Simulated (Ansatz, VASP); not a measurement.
# CsH5: VASP beside Ansatz

```
Cs H
1.0
     4.44972    0.00000    0.00000
    -2.22486    3.85357    0.00000
     0.00000    0.00000    5.48284
Cs H
1 5
Direct
  0.33333 0.66667 0.00000
  0.73884 0.26116 0.50000
  0.73884 0.47769 0.50000
  0.52231 0.26116 0.50000
  0.00000 0.00000 0.50000
  0.66667 0.33333 0.00000
```

Alike in both runs: functional PBE; k mesh 12 × 12 × 8; occupations gaussian, width 0.1 eV; no spin polarisation.

Ansatz relaxed the structure, and its values are those at the end. VASP's run is a single point on that final structure, the one shown.

|  | VASP | Ansatz |
| --- | --- | --- |
| version | VASP 6.6.1 | Ansatz 0.2.0 |
| potentials or method | VASP PAW PBE potentials, release 64 (Cs_sv, H), cutoff 520 eV | scalar-relativistic, plane waves, PAW |
| valence electrons in the cell | 14 | 14 |

```tsv
	VASP	Ansatz	Ansatz less VASP
gap on the k mesh at the Fermi level (eV)	none	none	-
pressure (GPa)	0.0	0.0	+0.03
rms of the force components (eV/Å)	0.006	0.004	-0.0026
```

A gap of «none» marks a metal or a gap that the smearing closes. With one functional, cell and mesh, what is left measures potentials, basis and numerics.

Spin-orbit coupling is off throughout.
